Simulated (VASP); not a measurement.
## Pt: single point with PBE

System: Pt, a slab with vacuum.

```
Pt
1.0
     5.11238    0.00000    0.00000
     0.00000    3.61500    0.00000
     0.00000    0.00000   28.37048
Pt
1
Direct
  0.00000 0.50000 0.62353
```

```
Program             : VASP 6.6.1
Task                : single point
Functional          : PBE
Potentials or basis : VASP PAW PBE potentials, release 64 (Pt)
Cutoff              : 400 eV
k mesh              : 5 × 7 × 1
Occupations         : gaussian, width 0.1 eV
Spin                : collinear spin
Starting moments    : [2.0] μB
```

```
Net moment                                            : 1.35 μB per cell
Site moments                                          : Pt +1.09 μB
Valence electrons inside the program's atomic spheres : Pt 8.61
Work function of the upper face                       : 5.75 eV
Work function of the lower face                       : 5.75 eV
```

Levels at points of the mesh, in eV from the Fermi level:
Spin up:
```
           k point  band 4  band 5  band 6  band 7  band 8  band 9
(0.00, 0.00, 0.00)   -0.94   -0.49   -0.48    3.67    5.54    5.86
```
Spin down:
```
           k point  band 2  band 3  band 4  band 5  band 6  band 7  band 8  band 9
(0.00, 0.00, 0.00)   -0.23   -0.08   -0.05   -0.04    0.02    4.06    5.66    5.95
```

Wall time 5.2 min on 1 thread of Oxide Virtual Turin-like Processor, on a shared host, peak memory 0.53 GiB.

Caveat: spin-orbit coupling is left out, which moves the levels of the heavy elements.
